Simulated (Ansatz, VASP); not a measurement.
**Si2Ni in VASP and in Ansatz**

```xyz
3
Lattice="0.0000 2.7030 2.7030 2.7030 0.0000 2.7030 2.7030 2.7030 0.0000" Properties=species:S:1:pos:R:3 pbc="T T T"
Ni    0.0000    0.0000    0.0000
Si    4.0545    4.0545    4.0545
Si    1.3515    1.3515    1.3515
```

Alike in both runs: task single point; functional PBE; k mesh 7 × 7 × 7; occupations fermi-dirac, width 0.05 eV; collinear spin; fixed moment 1 μB.

|  | VASP | Ansatz |
| --- | --- | --- |
| version | VASP 6.6.1 | Ansatz 0.2.0 |
| potentials or method | VASP PAW PBE potentials, release 64 (Ni, Si) | Ansatz PAW |
| plane-wave cutoff (eV) | 520 | 420 |
| valence electrons in the cell | 18 | 26 |

```tsv
	VASP	Ansatz	Ansatz less VASP
pressure (GPa)	7.1	7.3	+0.14
net moment per atom (μB)	0.33	0.33	0.000
size of the moment on the site where the two differ most (μB)	0.45	0.42	-0.021
```

Site moments also hang on the region over which each program counts them. The functional is the same, so the differences come from potentials, cutoffs and numerics. VASP's potentials hold 18 valence electrons a cell and Ansatz's 26, so a difference there can come from the potentials and not from the codes.
